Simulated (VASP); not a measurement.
# Fe (Fmmm) in VASP: a series of runs

Runs on Fe. Level: PBE. Tasks: single point.

Everything below comes from runs of VASP 6.6.1. Logs are shortened: lines on timing, memory, paths and dates and some standing lists are left out, and cuts for length are marked.

## Step 1: The cell of the first run

The structure is orthorhombic, space group Fmmm (No. 69). The conventional cell has a = 2.997 Å, b = 3.883 Å, c = 3.930 Å, α = 90.00°, β = 90.00°, γ = 90.00°. Within 3.2 Å of Fe (site symmetry mmm) lie 14 Fe at 2.45 to 3.00 Å.

## Step 2: Single point, PBE, non-collinear spin, twin_end start, moments held on the sites

INCAR

```
PREC = Accurate ; ENCUT = 600
EDIFF = 1E-6 ; ISMEAR = -1
SIGMA = 0.1 ; LREAL = F
LASPH = T ; NELM = 200
ALGO = Normal ; ISIF = 2
LWAVE = F ; LCHARG = F
LNONCOLLINEAR = T ; MAGMOM = 0.02 0 1.8 1.4 0 -1.14
LORBIT = 11 ; I_CONSTRAINED_M = 1
LAMBDA = 10 ; M_CONSTR = 3 0 0 3 0 0
RWIGS = 1.32 ; ISYM = -1
AMIX = 0.2 ; BMIX = 1E-4
AMIX_MAG = 0.8 ; BMIX_MAG = 1E-4
LMAXMIX = 4 ; GGA = PE
NBANDS = 28 ; GGA_COMPAT = F
KPAR = 4
```

KPOINTS

```
regular mesh
0
Gamma
  9 9 9
```

POSCAR

```
Fe
1.0
    0.0000000000     -1.9417396906      1.9651051623
    0.0000000000      1.9417396906      1.9651051623
   -2.9968794198      0.0000000000      0.0000000000
Fe
2
Direct
    0.0000000000      0.0000000000      0.0000000000
    0.5000000000      0.5000000000      0.5000000000
```

Potentials or basis: VASP PAW PBE potentials, release 64 (Fe).

Launch:

```
$ cat potpaw_PBE.64/Fe/POTCAR > POTCAR
$ mpirun -np 4 vasp_ncl > vasp.out
```

OUTCAR:

```text
PREC = Accurate
   ENCUT = 600
   EDIFF = 1E-6
   ISMEAR = -1
   LREAL = F
   LASPH = T
   NELM = 200
   ISIF = 2
   LNONCOLLINEAR = T
   LORBIT = 11
   ISYM = -1
   AMIX = 0.2
   AMIX_MAG = 0.8
   GGA = PE

 ion  position               nearest neighbor table
   1  0.000  0.000  0.000-   2 2.45   2 2.45   2 2.45   2 2.45   2 2.47   2 2.47   2 2.47   2 2.47

   2  0.500  0.500  0.500-   1 2.45   1 2.45   1 2.45   1 2.45   1 2.47   1 2.47   1 2.47   1 2.47

IMPORTANT INFORMATION: All symmetrisations will be switched off!
NOSYMM: (Re-)initialisation of all symmetry stuff for point group C_1.

----------------------------------------------------------------------------------------

                                     Primitive cell

  volume of cell :      22.8705

  direct lattice vectors                    reciprocal lattice vectors
     0.000000000 -1.941739691  1.965105162     0.000000000 -0.257501045  0.254439309
     0.000000000  1.941739691  1.965105162     0.000000000  0.257501045  0.254439309
    -2.996879420  0.000000000  0.000000000    -0.333680426  0.000000000  0.000000000

  length of vectors
     2.762605894  2.762605894  2.996879420     0.362002970  0.362002970  0.333680426

  position of ions in fractional coordinates (direct lattice)
     0.000000000  0.000000000  0.000000000
     0.500000000  0.500000000  0.500000000

  ion indices of the primitive-cell ions
   primitive index   ion index
                 1           1
                 2           2

----------------------------------------------------------------------------------------

 KPOINTS: regular mesh

Automatic generation of k-mesh.
 Grid dimensions read from file:
 generate k-points for:    9    9    9

 Generating k-lattice:

  Cartesian coordinates                     Fractional coordinates (reciprocal lattice)
     0.000000000 -0.028611227  0.028271034     0.111111111  0.000000000  0.000000000
     0.000000000  0.028611227  0.028271034     0.000000000  0.111111111  0.000000000
    -0.037075603  0.000000000  0.000000000     0.000000000  0.000000000  0.111111111

  Length of vectors
     0.040222552  0.040222552  0.037075603

  Shift w.r.t. Gamma in fractional coordinates (k-lattice)
[... 78 lines left out ...]
   LHFCALC =     F    Hartree Fock is set to
   AEXX    =    0.0000 exact exchange contribution
   IVDW    =     0    specifies the selected vdW correction
   LEPSILON=     F    determine dielectric tensor
   LRPA    =     F    only Hartree local field effects (RPA)
  energy-cutoff  :      600.00
  volume of cell :       22.87
 maximum number of plane-waves:      1560
 NGX is ok and might be reduce to    24
   NGX = 11   NGY = 11   NGZ = 11

 number of electron      15.9999998 magnetization      -0.0025581     -0.0137940     -0.0063850

 number of electron      15.9999998 magnetization       0.0010950      0.0000912      0.0007115

 number of electron      15.9999998 magnetization      -0.0004759     -0.0001150      0.0004821

 number of electron      15.9999998 magnetization       0.0005487     -0.0000700      0.0001277

 Free energy of the ion-electron system (eV)
  ---------------------------------------------------
  ext. energy  EPLUGINS =         0.00000000
  ---------------------------------------------------
  free energy    TOTEN  =       -15.59713796 eV

  energy without entropy =      -15.39000675  energy(sigma->0) =      -15.49357236

 E-fermi :   5.7785     XC(G=0): -13.1250

 val. band max:        5.7761147275   @ k =   0.4444  -0.3333   0.4444
 cond. band min:       5.7800169948   @ k =   0.1111   0.2222   0.2222
 fundamental gap:      0.0039022674
 Fermi energy:         5.7785048247

 k-point     1 :       0.0000    0.0000    0.0000
  band No.  band energies     occupation
      1      -2.5754      1.00000
      2      -2.5753      1.00000
      3       1.6190      1.00000
      4       1.6192      1.00000
      5       1.7949      1.00000
      6       1.7953      1.00000
[... 733 lines left out ...]
     27      19.4017      0.00000
     28      19.4019      0.00000

 [... further k-points ...]

------------------------ aborting loop because EDIFF is reached ----------------------------------------

  FORCE on cell =-STRESS in cart. coord.  units (eV):
  Direction    XX          YY          ZZ          XY          YZ          ZX
  --------------------------------------------------------------------------------------
  -------------------------------------------------------------------------------------
  Total       -0.9188302     -3.4525253     -3.8177074      0.0000019     -0.0000005      0.0000010
  in kB      -64.3679677   -241.8640834   -267.4466441      0.0001308     -0.0000329      0.0000730
  external PRESSURE =    -191.2262317 kB  Pullay stress =       0.0000000 kB

 VOLUME and BASIS-vectors are now :
 -----------------------------------------------------------------------------
  energy-cutoff  :      600.00
  volume of cell :       22.87
      direct lattice vectors                 reciprocal lattice vectors
     0.000000000 -1.941739691  1.965105162     0.000000000 -0.257501045  0.254439309
     0.000000000  1.941739691  1.965105162     0.000000000  0.257501045  0.254439309
    -2.996879420  0.000000000  0.000000000    -0.333680426  0.000000000  0.000000000

 POSITION                                       TOTAL-FORCE (eV/Angst)
 -----------------------------------------------------------------------------------
      0.00000      0.00000      0.00000        -0.000001     -0.000000      0.000000
     -1.49844      0.00000      1.96511         0.000001      0.000000     -0.000000
 -----------------------------------------------------------------------------------
    total drift:                                0.000000     -0.000000     -0.000000

  FREE ENERGIE OF THE ION-ELECTRON SYSTEM (eV)
  ---------------------------------------------------
  free  energy   TOTEN  =       -15.5971379636 eV

  energy  without entropy=      -15.3900067493  energy(sigma->0) =      -15.49357236

 total charge

# of ion       s       p       d       tot
------------------------------------------
    1        0.476   0.521   6.250   7.247
    2        0.476   0.522   6.250   7.248
--------------------------------------------------
tot          0.952   1.043  12.501  14.495

 magnetization (x)

# of ion       s       p       d       tot
------------------------------------------
    1        0.000   0.000   0.002   0.002
    2       -0.000  -0.000  -0.001  -0.001
--------------------------------------------------
tot         -0.000  -0.000   0.001   0.001

 magnetization (y)

# of ion       s       p       d       tot
------------------------------------------
    1        0.000  -0.000   0.000   0.000
    2       -0.000  -0.000  -0.000  -0.000
--------------------------------------------------
tot         -0.000  -0.000  -0.000  -0.000

 magnetization (z)

# of ion       s       p       d       tot
------------------------------------------
    1       -0.000   0.000  -0.000  -0.000
    2        0.000   0.000   0.000   0.000
--------------------------------------------------
tot          0.000   0.000  -0.000   0.000
```

OSZICAR:

```text
N       E                     dE             d eps       ncg     rms          rms(c)

 E_p =  0.13200E+02  lambda =  0.100E+02
<lVp>=  0.26401E+02
 DBL = -0.13200E+02
 ion        MW_int                 M_int
  1  0.040  0.000  0.981    0.136  0.000  1.472
  2  0.781  0.000 -0.599    1.222  0.000 -0.840
DAV:   1     0.398479117115E+02    0.39848E+02   -0.78260E+03 42072   0.168E+03

 E_p =  0.13200E+02  lambda =  0.100E+02
<lVp>=  0.26401E+02
 DBL = -0.13200E+02
 ion        MW_int                 M_int
  1  0.040  0.000  0.981    0.136  0.000  1.472
  2  0.781  0.000 -0.599    1.222  0.000 -0.840
DAV:   2    -0.973932409912E+02   -0.13724E+03   -0.13212E+03 40824   0.401E+02
[... 425 lines left out ...]
 E_p =  0.30781E-08  lambda =  0.100E+02
<lVp>=  0.61561E-08
 DBL = -0.30781E-08
 ion        MW_int                 M_int
  1  0.001 -0.000  0.000    0.001 -0.000  0.000
  2 -0.000  0.000 -0.000   -0.001 -0.000  0.000
DAV:  56    -0.155971379636E+02   -0.61415E-07   -0.81463E-06 22624   0.291E-02
   1 F= -.15597138E+02 E0= -.15493572E+02  d E =-.207131E+00  mag=    -0.0002    -0.0000     0.0000

 E_p =  0.30781E-08  lambda =  0.100E+02
 ion             lambda*MW_perp
  1   0.00000E+00  -0.88016E-05   0.11472E-03
  2   0.00000E+00   0.16581E-03  -0.27451E-03
```

stdout:

```text
POSCAR found type information on POSCAR Fe
 POSCAR found :  1 types and       2 ions
 scaLAPACK will be used
 LDA part: xc-table for (Slater+PW92), standard interpolation
 POSCAR, INCAR and KPOINTS ok, starting setup
 FFT: planning ... GRIDC
 FFT: planning ... GRID_SOFT
 FFT: planning ... GRID
 WAVECAR not read
 entering main loop
```

It took 6.8 min on 4 MPI ranks of Intel Xeon 6975P-C (Granite Rapids), shared host; peak memory 0.81 GiB.

What came out:

```
Free energy                                           : -15.5971 eV
Band gap on the k mesh                                : zero (bands 16 and 17 overlap by 0.97 eV)
Net moment                                            : 0.00 μB per cell
Valence electrons inside the program's atomic spheres : Fe 7.25
```

Moments on the atoms (μB; x, y, z):
```
Fe  0.00 0.00 0.00
Fe  0.00 0.00 0.00
```

Caveat: moments held by a penalty.

## Step 3: Single point, PBE, non-collinear spin, typed start

INCAR

```
PREC     = Accurate       # precision mode
ENCUT    = 520            # plane-wave cutoff, eV
EDIFF    = 1E-6           # SCF threshold, eV
ISMEAR   = -1             # smearing method
SIGMA    = 0.1            # smearing width, eV
LREAL    = False          # projectors in reciprocal space
LASPH    = True           # aspherical terms in the spheres
NELM     = 150            # most SCF steps
ALGO     = Normal         # electronic algorithm
ISIF     = 2              # what is computed and relaxed
LWAVE    = False          # write WAVECAR
LCHARG   = False          # write CHGCAR
LNONCOLLINEAR= True           # non-collinear magnetism
MAGMOM   = 0 0 2.2 0 0 -2.2 # initial moments
LORBIT   = 11             # projections on sites
LMAXMIX  = 4              # l up to which the mixer works
GGA      = PE             # functional
NBANDS   = 28             # bands
```

KPOINTS is that of step 2.

POSCAR is that of step 2.

Potentials or basis: VASP PAW PBE potentials, release 64 (Fe).

Launch:

```
$ cat potpaw_PBE.64/Fe/POTCAR > POTCAR
$ mpirun -np 1 vasp_ncl > vasp.out
```

OUTCAR:

```text
PREC = Accurate
   ENCUT = 520
   EDIFF = 1E-6
   ISMEAR = -1
   LREAL = False
   LASPH = True
   NELM = 150
   ISIF = 2
   LNONCOLLINEAR = True
   LORBIT = 11
   GGA = PE

 ion  position               nearest neighbor table
   1  0.000  0.000  0.000-   2 2.45   2 2.45   2 2.45   2 2.45   2 2.47   2 2.47   2 2.47   2 2.47

   2  0.500  0.500  0.500-   1 2.45   1 2.45   1 2.45   1 2.45   1 2.47   1 2.47   1 2.47   1 2.47

  LATTYP: Found a base centered orthorhombic cell.
 ALAT       =     3.8834793812
 B/A-ratio  =     1.0120332668
 C/A-ratio  =     0.7716995832

  Lattice vectors:

 A1 = (   0.0000000000,  -1.9417396906,  -1.9651051623)
 A2 = (   0.0000000000,  -1.9417396906,   1.9651051623)
 A3 = (  -2.9968794198,   0.0000000000,   0.0000000000)

Analysis of symmetry for initial positions (statically):
=====================================================================
 Subroutine PRICEL returns following result:

  LATTYP: Found a face centered orthorhombic cell.
 ALAT       =     2.9968794198
 B/A-ratio  =     1.2958410524
 C/A-ratio  =     1.3114342535

  Lattice vectors:

 A1 = (   0.0000000000,  -1.9417396906,   1.9651051623)
 A2 = (  -1.4984397099,   0.0000000000,   1.9651051623)
 A3 = (  -1.4984397099,  -1.9417396906,   0.0000000000)

   2 primitive cells build up your supercell.

 Routine SETGRP: Setting up the symmetry group for a
 base centered orthorhombic supercell.

 Subroutine GETGRP returns: Found  8 space group operations
 (whereof  8 operations were pure point group operations)
 out of a pool of  8 trial point group operations.

The static configuration has the point symmetry D_2h.

Analysis of symmetry for dynamics (positions and initial velocities):
[... 185 lines left out ...]
  ext. energy  EPLUGINS =         0.00000000
  ---------------------------------------------------
  free energy    TOTEN  =       -15.72027615 eV

  energy without entropy =      -15.55144632  energy(sigma->0) =      -15.63586124

 E-fermi :   5.9835     XC(G=0): -13.1012

 val. band max:        5.9816814145   @ k =  -0.2222   0.2222   0.0000
 cond. band min:       5.9853411871   @ k =   0.2222   0.2222   0.1111
 fundamental gap:      0.0036597726
 Fermi energy:         5.9835158983

 k-point     1 :       0.0000    0.0000    0.0000
  band No.  band energies     occupation
      1      -2.5628      1.00000
      2      -2.5628      1.00000
      3       1.5232      1.00000
      4       1.5232      1.00000
      5       1.7781      1.00000
      6       1.7781      1.00000
[... 733 lines left out ...]
     27      14.8273      0.00000
     28      14.8273      0.00000

 [... further k-points ...]

------------------------ aborting loop because EDIFF is reached ----------------------------------------

  FORCE on cell =-STRESS in cart. coord.  units (eV):
  Direction    XX          YY          ZZ          XY          YZ          ZX
  --------------------------------------------------------------------------------------
  -------------------------------------------------------------------------------------
  Total        0.3280593     -1.5190256     -1.8454610      0.0000000      0.0000000      0.0000000
  in kB       22.9819462   -106.4142043   -129.2823937      0.0000000      0.0000000      0.0000000
  external PRESSURE =     -70.9048839 kB  Pullay stress =       0.0000000 kB

 VOLUME and BASIS-vectors are now :
 -----------------------------------------------------------------------------
  energy-cutoff  :      520.00
  volume of cell :       22.87
      direct lattice vectors                 reciprocal lattice vectors
     0.000000000 -1.941739691  1.965105162     0.000000000 -0.257501045  0.254439309
     0.000000000  1.941739691  1.965105162     0.000000000  0.257501045  0.254439309
    -2.996879420  0.000000000  0.000000000    -0.333680426  0.000000000  0.000000000

 POSITION                                       TOTAL-FORCE (eV/Angst)
 -----------------------------------------------------------------------------------
      0.00000      0.00000      0.00000         0.000000     -0.000000      0.000000
     -1.49844      0.00000      1.96511         0.000000      0.000000     -0.000000
 -----------------------------------------------------------------------------------
    total drift:                                0.000000     -0.000000     -0.000000

  FREE ENERGIE OF THE ION-ELECTRON SYSTEM (eV)
  ---------------------------------------------------
  free  energy   TOTEN  =       -15.7202761535 eV

  energy  without entropy=      -15.5514463220  energy(sigma->0) =      -15.63586124

 total charge

# of ion       s       p       d       tot
------------------------------------------
    1        0.487   0.534   6.232   7.253
    2        0.487   0.534   6.232   7.253
--------------------------------------------------
tot          0.974   1.067  12.464  14.506

 magnetization (x)

# of ion       s       p       d       tot
------------------------------------------
    1        0.000   0.000   0.000   0.000
    2        0.000   0.000   0.000   0.000
--------------------------------------------------
tot          0.000   0.000   0.000   0.000

 magnetization (y)

# of ion       s       p       d       tot
------------------------------------------
    1        0.000   0.000   0.000   0.000
    2        0.000   0.000   0.000   0.000
--------------------------------------------------
tot          0.000   0.000   0.000   0.000

 magnetization (z)

# of ion       s       p       d       tot
------------------------------------------
    1        0.021   0.025   1.536   1.583
    2       -0.021  -0.025  -1.536  -1.583
--------------------------------------------------
tot          0.000   0.000   0.000   0.000
```

OSZICAR:

```text
N       E                     dE             d eps       ncg     rms          rms(c)
DAV:   1     0.113131707126E+03    0.11313E+03   -0.67817E+03  7176   0.148E+03
DAV:   2    -0.122017066653E+02   -0.12533E+03   -0.11628E+03  7000   0.303E+02
DAV:   3    -0.184252800882E+02   -0.62236E+01   -0.54937E+01  7528   0.948E+01
DAV:   4    -0.185080095352E+02   -0.82729E-01   -0.82353E-01  7532   0.121E+01
[... 35 lines left out ...]
DAV:  40    -0.157202782166E+02    0.17333E-05   -0.12937E-05  7060   0.430E-02    0.254E-03
DAV:  41    -0.157202787603E+02   -0.54370E-06   -0.20810E-05  7028   0.520E-02    0.281E-03
DAV:  42    -0.157202786665E+02    0.93770E-07   -0.10301E-04  7060   0.109E-01    0.314E-03
DAV:  43    -0.157202762303E+02    0.24362E-05   -0.13425E-05  7032   0.410E-02    0.194E-03
DAV:  44    -0.157202761535E+02    0.76845E-07   -0.20210E-06  6808   0.182E-02
   1 F= -.15720276E+02 E0= -.15635861E+02  d E =-.168830E+00  mag=    -0.0000    -0.0000    -0.0000
```

Run time: 11 min. Hardware: 1 thread of Oxide Virtual Turin-like, shared host; peak memory 0.24 GiB.

What came out:

| Property | Result |
| --- | --- |
| Free energy | -15.7203 eV |
| Pressure | -7.1 GPa |
| Band gap on the k mesh | zero (bands 16 and 17 overlap by 1.02 eV) |
| Net moment | 0.00 μB per cell |
| Valence electrons inside the program's atomic spheres | Fe 7.25 |

Stress tensor (GPa, compression positive):
```
  2.30   0.00   0.00
  0.00 -10.64   0.00
  0.00   0.00 -12.93
```

Levels at points of the mesh, in eV from the Fermi level:
| k point | band 14 | band 15 | band 16 | band 17 | band 18 | band 19 |
| --- | --- | --- | --- | --- | --- | --- |
| (0.00, 0.00, 0.00) | -0.22 | 0.24 | 0.24 | 0.99 | 0.99 | 1.04 |

Moments on the atoms (μB; x, y, z):
```
Fe   0.00  0.00  1.58
Fe   0.00  0.00 -1.58
```

Caveat: the stress differs along the axes, from -13 to 2 GPa.
